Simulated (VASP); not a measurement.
# Se: relaxation of cell and atoms with PBE+D4

Crystal: Se.

```xyz
3
Lattice="4.0662 0.0000 0.0000 -2.0331 3.5215 0.0000 0.0000 0.0000 5.1275" Properties=species:S:1:pos:R:3 pbc="T T T"
Se    1.0067    0.0000    1.7092
Se   -0.5033    0.8718    3.4183
Se    1.5298    2.6497    0.0000
```

```json
{"Program": "VASP 6.6.1", "Task": "relaxation of cell and atoms", "Functional": "PBE", "Dispersion": "D4", "Potentials or basis": "VASP PAW PBE potentials, release 64 (Se)", "Cutoff": "600 eV", "k mesh": "6 × 6 × 4", "Occupations": "fermi-dirac, width 0.02 eV", "Spin": "no spin polarisation", "Dipole correction": "no", "Further INCAR settings": "ALGO = Normal; EDIFF = 1e-06; IBRION = 2; EDIFFG = -0.005; NSW = 80; ISIF = 3"}
```

```yaml
Relaxed_volume: 24.48 Å³/atom
Relaxed_cell: a = 4.066 Å, b = 4.066 Å, c = 5.129 Å, α = 90.00°, β = 90.00°, γ = 120.00°
Space_group_after_relaxing_to_0.1_Å: P3_121 (No. 152)
Energy_gained_by_relaxing: 0.0 meV/atom
Ionic_steps: 3
Pressure_after_relaxing: 0.0 GPa
Largest_force_after_relaxing: 0.003 eV/Å
Band_gap_on_the_k_mesh: 0.52 eV
Dispersion_energy_per_atom: -0.393 eV
```

Forces on the atoms (eV/Å):
```
Se   0.003  0.000  0.000
Se  -0.002  0.003  0.000
Se  -0.002 -0.003  0.000
```

Final structure:
```
Se
1.0
     4.06642    0.00000    0.00000
    -2.03321    3.52162    0.00000
     0.00000    0.00000    5.12923
Se
3
Direct
  0.24763 0.00000 0.33333
  0.00000 0.24763 0.66667
  0.75237 0.75237 0.00000
```

Levels at points of the mesh, in eV from the valence-band top:
```
           k point  band 7  band 8  band 9  band 10  band 11  band 12
(0.00, 0.00, 0.00)   -1.86   -1.86   -0.52     1.47     1.47     2.06
(0.50, 0.00, 0.00)   -3.52   -1.45   -0.96     1.48     1.73     4.26
(0.00, 0.00, 0.50)   -1.37   -1.33   -1.33     0.95     0.97     0.97
(0.50, 0.00, 0.50)   -2.39   -1.91   -0.06     1.33     2.52     2.97
```

Wall time 66 s on 1 thread of Intel Xeon 8259CL, with other jobs on the host, peak memory 0.21 GiB.

A k mesh can miss the band edges.
